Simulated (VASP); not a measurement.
# Ir in VASP: further runs, part 3 of 3

VASP 6.6.1. The steps go on from the part before.

## 6. Single point, PBEsol

This run uses another cell than the first one, of 14.05 Å³/atom, 0.879 times its volume.

The input, INCAR:

```
SYSTEM = Ir
ALGO     = Normal         ! electronic algorithm
EDIFF    = 1E-6           ! SCF threshold, eV
ENCUT    = 500            ! plane-wave cutoff, eV
GGA      = PS             ! functional
GGA_COMPAT= .False.      
ISIF     = 2              ! what is computed and relaxed
ISMEAR   = 0              ! smearing method
LASPH    = .True.         ! aspherical terms in the spheres
LCHARG   = .False.        ! write CHGCAR
LREAL    = .False.        ! projectors in reciprocal space
LWAVE    = .False.        ! write WAVECAR
NBANDS   = 14             ! bands
NELM     = 120            ! most SCF steps
PREC     = Accurate       ! precision mode
SIGMA    = 0.1            ! smearing width, eV
```

The input, KPOINTS:

```
k-points
0
Gamma
  15 15 15
  0 0 0
```

The input, POSCAR:

```
Ir
1.0
    2.7083818991      0.0000000000      0.0000000000
   -1.3541909495      2.3455275278      0.0000000000
    1.3541909495      0.7818425093      2.2113845605
Ir
1
Direct
    0.0000000000      0.0000000000      0.0000000000
```

Potentials or basis: VASP PAW PBE potentials, release 64 (Ir_sv_GW).

The run is started by

```sh
$ cat potpaw_PBE.64/Ir_sv_GW/POTCAR > POTCAR
$ mpirun -np 1 vasp_std > vasp.out
```

OUTCAR:

```text
SYSTEM = Ir
   EDIFF = 1E-6
   ENCUT = 500
   GGA = PS
   ISIF = 2
   ISMEAR = 0
   LASPH = .True.
   LREAL = .False.
   NELM = 120
   PREC = Accurate

 ion  position               nearest neighbor table
   1  0.000  0.000  0.000-

  LATTYP: Found a face centered cubic cell.
 ALAT       =     3.8302304138

  Lattice vectors:

 A1 = (  -2.7083818991,   0.0000000000,   0.0000000000)
 A2 = (  -1.3541909496,   0.7818425093,   2.2113845605)
[... 578 lines left out ...]
      5       2.1557      2.00000
      6       8.6346      2.00000
      7       9.1406      2.00000
      8       9.1968      2.00000
      9      11.3802      2.00000
     10      11.7101      2.00000
     11      27.3402      0.00000
     12      30.3098      0.00000
     13      32.2558      0.00000
     14      33.1565      0.00000

 [... further k-points ...]
[... 5 lines left out ...]
  --------------------------------------------------------------------------------------
  -------------------------------------------------------------------------------------
  Total       -0.2957577     -0.2957577     -0.2957577     -0.0000000     -0.0000000      0.0000000
  in kB      -33.7312091    -33.7312091    -33.7312091     -0.0000000     -0.0000000      0.0000000
  external PRESSURE =     -33.7312091 kB  Pullay stress =       0.0000000 kB

 VOLUME and BASIS-vectors are now :
 -----------------------------------------------------------------------------
  energy-cutoff  :      500.00
  volume of cell :       14.05
      direct lattice vectors                 reciprocal lattice vectors
     2.708381899  0.000000000  0.000000000     0.369224148  0.213171661 -0.301470255
    -1.354190949  2.345527528  0.000000000     0.000000000  0.426343323 -0.150735127
     1.354190949  0.781842509  2.211384560     0.000000000  0.000000000  0.452205382

 POSITION                                       TOTAL-FORCE (eV/Angst)
 -----------------------------------------------------------------------------------
      0.00000      0.00000      0.00000         0.000000      0.000000      0.000000
 -----------------------------------------------------------------------------------
    total drift:                               -0.000000      0.000000      0.000000

  FREE ENERGIE OF THE ION-ELECTRON SYSTEM (eV)
  ---------------------------------------------------
  free  energy   TOTEN  =       -10.4029545676 eV

  energy  without entropy=      -10.3978389393  energy(sigma->0) =      -10.40039675
```

stdout:

```text
POSCAR found type information on POSCAR Ir
 POSCAR found :  1 types and       1 ions
 scaLAPACK will be used
 -----------------------------------------------------------------------------
|                                                                             |
|                                                                             |
|     You enforced a specific xc type in the INCAR file but a different       |
|     I HOPE YOU KNOW WHAT YOU ARE DOING!                                     |
|                                                                             |
 -----------------------------------------------------------------------------

 LDA part: xc-table for (Slater+PW92), standard interpolation
 POSCAR, INCAR and KPOINTS ok, starting setup
 FFT: planning ... GRIDC
 FFT: planning ... GRID_SOFT
 FFT: planning ... GRID
 WAVECAR not read
 entering main loop
```

It took 13 s on 1 thread of Intel Xeon 6975P-C (Granite Rapids), shared host; peak memory 0.14 GiB.

What came out:

| Property | Result |
| --- | --- |
| Free energy | -10.4030 eV |
| Pressure | -3.4 GPa |

Levels at points of the mesh, in eV from the Fermi level:
| k point | band 6 | band 7 | band 8 | band 9 | band 10 | band 11 |
| --- | --- | --- | --- | --- | --- | --- |
| (0.00, 0.00, 0.00) | -4.00 | -4.00 | -4.00 | -1.26 | -1.26 | 13.51 |

Caveat: the PAW data sets were made with another functional, which shifts forces and pressure a little; spin-orbit coupling is left out, which moves the levels of the heavy elements.

## 7. Overview

```csv
potentials or basis,cell,k mesh,cutoff (eV),second run,gap on the mesh (eV),pressure (GPa)
"VASP PAW PBE potentials, release 64 (Ir)","a = 2.834, b = 2.834, c = 2.814 Å, angles 60.2, 60.2, 59.5°, 1 atom",16 × 16 × 16,520,-,none,-35.2
"VASP PAW PBE potentials, release 64 (Ir)","a = 2.821, b = 2.813, c = 2.792 Å, angles 60.5, 60.6, 59.9°, 1 atom",16 × 16 × 16,520,-,none,-32.9
"VASP PAW PBE potentials, release 64 (Ir)","a = 2.907, b = 2.800, c = 2.817 Å, angles 60.4, 58.8, 58.7°, 1 atom",16 × 16 × 16,520,-,none,-34.4
"VASP PAW PBE potentials, release 64 (Ir)","a = 2.708 Å, angles 60.0, 60.0, 90.0°, 1 atom",13 × 13 × 18,520,-,none,1.0
"VASP PAW PBE potentials, release 64 (Ir_sv_GW)","a = 2.708 Å, angles 90.0, 60.0, 120.0°, 1 atom",15 × 15 × 15,500,valence_matched,none,-3.4
```

Alike in all rows: task single point; level PBEsol; no spin polarisation; smearing gaussian 0.1 eV.

Caveats: the PAW data sets were made with another functional, which shifts forces and pressure a little; spin-orbit coupling is left out, which moves the levels of the heavy elements.

Total energies depend on the potentials used, so only differences within one code and one set of settings carry meaning.
